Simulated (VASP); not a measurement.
Input of a VASP 6.6.1 run:

The input INCAR:

```
PREC = Accurate ; ENCUT = 520
EDIFF = 1E-6 ; ISMEAR = 0
SIGMA = 0.02 ; LREAL = F
LASPH = T ; NELM = 100
ALGO = Normal ; ISIF = 2
LWAVE = F ; LCHARG = F
GGA = PE ; NBANDS = 40
```

KPOINTS

```
Automatic mesh
0
Gamma
  6 6 4
```

POSCAR

```
ZnSe3
1.0
    5.6791074488      0.0000000000      0.0000000000
    0.0000000000      5.6791074488      0.0000000000
    0.0000000000      0.0000000000      7.8784602020
Zn Se
2 6
Direct
    0.5000000000      0.5000000000      0.0000000000
    0.0000000000      0.0000000000      0.0000000000
    0.5000000000      0.0000000000      0.6516243887
    0.2516464342      0.2483535658      0.8171291972
    0.7483535658      0.7516464342      0.8171291972
    0.0000000000      0.5000000000      0.3483756113
    0.2483535658      0.7483535658      0.1828708028
    0.7516464342      0.2516464342      0.1828708028
```

Potentials or basis: VASP PAW PBE potentials, release 64 (Zn, Se).

Run with:

```console
$ cat potpaw_PBE.64/Zn/POTCAR potpaw_PBE.64/Se/POTCAR > POTCAR
$ mpirun -np 1 vasp_std > vasp.out
```

(1) Predict the band gap on the k mesh.

(2) What does it give for the largest force?

## Answers

(1) 1.03 eV.

(2) 0.028 eV/Å.
